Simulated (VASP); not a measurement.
# As (Pm-3m) in VASP: notebook, part 2 of 2

VASP 6.6.1.

### Step 3. Relaxation of cell and atoms, PBE

This run uses another cell than the first one, of 22.35 Å³/atom, 1.018 times its volume.

Input file INCAR:

```
PREC = Accurate
ENCUT = 600
EDIFF = 1E-7
ISMEAR = 0
SIGMA = 0.1
LREAL = F
LASPH = T
NELM = 100
ALGO = Normal
ISIF = 3
LWAVE = F
LCHARG = F
GGA = PE
IBRION = 2
NSW = 100
EDIFFG = -0.01
```

Input file KPOINTS:

```
Automatic mesh
0
Gamma
  12 12 12
```

Input file POSCAR:

```
As
1.0
    4.0622581665      0.0000000000      0.0000000000
    0.0000000000      4.0622581665      0.0000000000
    0.0000000000      0.0000000000      4.0622581665
As
3
Direct
    0.5000000000      0.0000000000      0.0000000000
    0.0000000000      0.5000000000      0.0000000000
    0.0000000000      0.0000000000      0.5000000000
```

Potentials or basis: VASP PAW PBE potentials, release 64 (As).

On the command line:

```bash
$ cat potpaw_PBE.64/As/POTCAR > POTCAR
$ mpirun -np 1 vasp_std > vasp.out
```

OUTCAR:

```text
PREC = Accurate
   ENCUT = 600
   EDIFF = 1E-7
   ISMEAR = 0
   LREAL = F
   LASPH = T
   NELM = 100
   ISIF = 3
   GGA = PE
   IBRION = 2
   NSW = 100
   EDIFFG = -0.01

 ion  position               nearest neighbor table
   1  0.500  0.000  0.000-   2 2.87   3 2.87   3 2.87   2 2.87   2 2.87   3 2.87   3 2.87   2 2.87

   2  0.000  0.500  0.000-   1 2.87   3 2.87   3 2.87   1 2.87   3 2.87   3 2.87   1 2.87   1 2.87

   3  0.000  0.000  0.500-   1 2.87   2 2.87   1 2.87   2 2.87   2 2.87   2 2.87   1 2.87   1 2.87

  LATTYP: Found a simple cubic cell.
 ALAT       =     4.0622581665

  Lattice vectors:

 A1 = (   4.0622581665,   0.0000000000,   0.0000000000)
 A2 = (   0.0000000000,   4.0622581665,   0.0000000000)
 A3 = (   0.0000000000,   0.0000000000,   4.0622581665)

Analysis of symmetry for initial positions (statically):
=====================================================================
 Subroutine PRICEL returns:
 Original cell was already a primitive cell.

 Routine SETGRP: Setting up the symmetry group for a
 simple cubic supercell.

 Subroutine GETGRP returns: Found 48 space group operations
 (whereof 48 operations were pure point group operations)
 out of a pool of 48 trial point group operations.

The static configuration has the point symmetry O_h .

Analysis of symmetry for dynamics (positions and initial velocities):
=====================================================================
 Subroutine PRICEL returns:
 Original cell was already a primitive cell.

 Routine SETGRP: Setting up the symmetry group for a
 simple cubic supercell.

 Subroutine GETGRP returns: Found 48 space group operations
 (whereof 48 operations were pure point group operations)
 out of a pool of 48 trial point group operations.

The dynamic configuration has the point symmetry O_h .

 Subroutine INISYM returns: Found 48 space group operations
 (whereof 48 operations are pure point group operations),
 and found     1 'primitive' translations

----------------------------------------------------------------------------------------

                                     Primitive cell

  volume of cell :      67.0351

  direct lattice vectors                    reciprocal lattice vectors
     4.062258167  0.000000000  0.000000000     0.246168500  0.000000000  0.000000000
     0.000000000  4.062258167  0.000000000     0.000000000  0.246168500  0.000000000
     0.000000000  0.000000000  4.062258167     0.000000000  0.000000000  0.246168500

  length of vectors
     4.062258167  4.062258167  4.062258167     0.246168500  0.246168500  0.246168500

  position of ions in fractional coordinates (direct lattice)
     0.500000000  0.000000000  0.000000000
     0.000000000  0.500000000  0.000000000
     0.000000000  0.000000000  0.500000000

  ion indices of the primitive-cell ions
   primitive index   ion index
                 1           1
                 2           2
                 3           3

----------------------------------------------------------------------------------------

 KPOINTS: Automatic mesh

Automatic generation of k-mesh.
 Grid dimensions read from file:
 generate k-points for:   12   12   12

 Generating k-lattice:

  Cartesian coordinates                     Fractional coordinates (reciprocal lattice)
     0.020514042  0.000000000  0.000000000     0.083333333  0.000000000  0.000000000
     0.000000000  0.020514042  0.000000000     0.000000000  0.083333333  0.000000000
     0.000000000  0.000000000  0.020514042     0.000000000  0.000000000  0.083333333

  Length of vectors
     0.020514042  0.020514042  0.020514042

  Shift w.r.t. Gamma in fractional coordinates (k-lattice)
     0.000000000  0.000000000  0.000000000

 Subroutine IBZKPT returns following result:
 ===========================================

 Found     84 irreducible k-points:

 Following reciprocal coordinates:
            Coordinates               Weight
  0.000000  0.000000  0.000000      1.000000
  0.083333  0.000000  0.000000      6.000000
  0.166667  0.000000  0.000000      6.000000
  0.250000  0.000000  0.000000      6.000000
  0.333333  0.000000  0.000000      6.000000
  0.416667  0.000000  0.000000      6.000000
[... 16 lines left out ...]
  0.333333  0.333333  0.000000     12.000000
  0.416667  0.333333  0.000000     24.000000
 [... further k-points ...]
   k-points           NKPTS =     84   k-points in BZ     NKDIM =     84   number of bands    NBANDS=     11
   number of dos      NEDOS =    301   number of ions     NIONS =      3
   total plane-waves  NPLWV =  32768
   dimension x,y,z NGX =    32 NGY =   32 NGZ =   32
   dimension x,y,z NGXF=    64 NGYF=   64 NGZF=   64
   ions per type =               3
   NGX,Y,Z   is equivalent  to a cutoff of  13.10, 13.10, 13.10 a.u.
   NGXF,Y,Z  is equivalent  to a cutoff of  26.19, 26.19, 26.19 a.u.
 SYSTEM =  unknown system
   PREC   = accura    normal or accurate (medium, high low for compatibility)
   ISTART =      0    job   : 0-new  1-cont  2-samecut
   ICHARG =      2    charge: 1-file 2-atom 10-const
   ISPIN  =      1    spin polarized calculation?
   LNONCOLLINEAR =      F non collinear calculations
   LSORBIT =      F    spin-orbit coupling
   LASPH  =      T    aspherical Exc in radial PAW
   ENCUT  =  600.0 eV  44.10 Ry    6.64 a.u.   8.11  8.11  8.11*2*pi/ulx,y,z
   NELM   =    100;   NELMIN=  2; NELMDL= -5     # of ELM steps
   EDIFF  = 0.1E-06   stopping-criterion for ELM
   LREAL  =      F    real-space projection
   EDIFFG = -.1E-01   stopping-criterion for IOM
   NSW    =    100    number of steps for IOM
   IBRION =      2    ionic relax: 0-MD 1-quasi-New 2-CG
   NFREE  =      1    steps in history (QN), initial steepest desc. (CG)
   ISIF   =      3    stress and relaxation
   ISYM   =      2    0-nonsym 1-usesym 2-fastsym
   POTIM  = 0.5000    time-step for ionic-motion
   TEBEG  =    0.0;   TEEND  =   0.0 temperature during run
   PSTRESS=    0.0 pullay stress
   NELECT =      15.0000    total number of electrons
   NUPDOWN=      -1.0000    fix difference up-down
   EMIN   =  10.00;   EMAX   =-10.00  energy-range for DOS
   EFERMI =   0.00;   METHOD = LEGACY
   ISMEAR =     0;   SIGMA  =   0.10  broadening in eV -4-tet -1-fermi 0-gaus
   EFERMI_NEDOS =   21; number of points for ismear=-14 and -15
   IALGO  =     38    algorithm
   IMIX   =      4    mixing-type and parameters
     AMIX     =   0.40;   BMIX     =  1.00
     AMIX_MAG =   1.60;   BMIX_MAG =  1.00
  volume/ion in A,a.u.               =      22.35       150.79
  Fermi-wavevector in a.u.,A,eV,Ry     =   0.993889  1.878177 13.440034  0.987815
  Thomas-Fermi vector in A             =   2.125802
   LORBIT       =      0    0 simple, 1 ext, 2 COOP (PROOUT), +10 PAW based schemes
   GGA     = PE    functional components
   LHFCALC =     F    Hartree Fock is set to
   AEXX    =    0.0000 exact exchange contribution
   IVDW    =     0    specifies the selected vdW correction
   LEPSILON=     F    determine dielectric tensor
   LRPA    =     F    only Hartree local field effects (RPA)
 conjugate gradient relaxation of ions
 non-spin polarized calculation
 Gauss-broadening in eV      SIGMA  =   0.10
  energy-cutoff  :      600.00
  volume of cell :       67.04
 maximum number of plane-waves:      2272
   NGX = 17   NGY = 17   NGZ = 17

--------------------------------------- Ionic step        1  -------------------------------------------

 number of electron      15.0000006 magnetization

 Free energy of the ion-electron system (eV)
  ---------------------------------------------------
  ext. energy  EPLUGINS =         0.00000000
  ---------------------------------------------------
  free energy    TOTEN  =       -12.92793812 eV

  energy without entropy =      -12.91740627  energy(sigma->0) =      -12.92267220

 E-fermi :   4.7903     XC(G=0):  -9.8071

 val. band max:        4.7809823128   @ k =   0.2500   0.0833   0.0833
 cond. band min:       4.7995507952   @ k =   0.2500   0.2500   0.1667
 fundamental gap:      0.0185684824
 Fermi energy:         4.7903189884

 k-point     1 :       0.0000    0.0000    0.0000
  band No.  band energies     occupation
      1      -9.7073      2.00000
      2      -3.2680      2.00000
      3      -3.2680      2.00000
      4       0.2768      2.00000
      5       0.2768      2.00000
      6       0.2768      2.00000
      7       6.4398      0.00000
      8       6.4398      0.00000
      9       6.4398      0.00000
     10       6.8885      0.00000
     11       9.2776      0.00000
[... 393 lines left out ...]
  energy  without entropy=      -12.9215728818  energy(sigma->0) =      -12.92643495

--------------------------------------- Ionic step        3  -------------------------------------------

 number of electron      15.0000005 magnetization

 Free energy of the ion-electron system (eV)
  ---------------------------------------------------
  ext. energy  EPLUGINS =         0.00000000
  ---------------------------------------------------
  free energy    TOTEN  =       -12.93184141 eV

  energy without entropy =      -12.92191907  energy(sigma->0) =      -12.92688024

 E-fermi :   4.9662     XC(G=0):  -9.8773

 val. band max:        4.9539381192   @ k =   0.4167   0.3333   0.1667
 cond. band min:       4.9737271173   @ k =   0.2500   0.2500   0.1667
 fundamental gap:      0.0197889980
 Fermi energy:         4.9662432581

 k-point     1 :       0.0000    0.0000    0.0000
  band No.  band energies     occupation
      1      -9.6752      2.00000
      2      -3.0696      2.00000
      3      -3.0696      2.00000
      4       0.3630      2.00000
      5       0.3630      2.00000
      6       0.3630      2.00000
      7       6.6431      0.00000
      8       6.6431      0.00000
      9       6.6431      0.00000
     10       6.9864      0.00000
     11       9.5228      0.00000
[... 352 lines left out ...]
  FREE ENERGIE OF THE ION-ELECTRON SYSTEM (eV)
  ---------------------------------------------------
  free  energy   TOTEN  =       -12.9318414053 eV

  energy  without entropy=      -12.9219190689  energy(sigma->0) =      -12.92688024

 reached required accuracy - stopping structural energy minimisation
```

Wall time 91 s (1 thread of AMD EPYC 7R43 (Zen 3), shared host); peak memory 0.18 GiB.

What came out:

| Property | Result |
| --- | --- |
| Free energy | -12.9318 eV |
| Relaxed volume | 21.98 Å³/atom |
| Relaxed cell | a = 4.040 Å, b = 4.040 Å, c = 4.040 Å, α = 90.00°, β = 90.00°, γ = 90.00° |
| Space group after relaxing (to 0.05 Å) | Pm-3m (No. 221) |
| Energy gained by relaxing | 1.3 meV/atom |
| Ionic steps | 3 |
| Pressure after relaxing | 0.0 GPa |

Step by step:
```
step  energy change (eV)  largest force (eV/Å)  pressure (GPa)  volume (Å³)
   1              0.0000                0.0000           -1.12        67.04
   2             -0.0034                0.0000            0.44        65.53
   3             -0.0039                0.0000            0.01        65.94
```

Final structure:
```yaml
crystal:
  lattice:
    - [4.03992, 0.00000, 0.00000]
    - [0.00000, 4.03992, 0.00000]
    - [0.00000, 0.00000, 4.03992]
  atoms:
    - { symbol: As, position: [0.50000, 0.00000, 0.00000] }
    - { symbol: As, position: [0.00000, 0.50000, 0.00000] }
    - { symbol: As, position: [0.00000, 0.00000, 0.50000] }
```
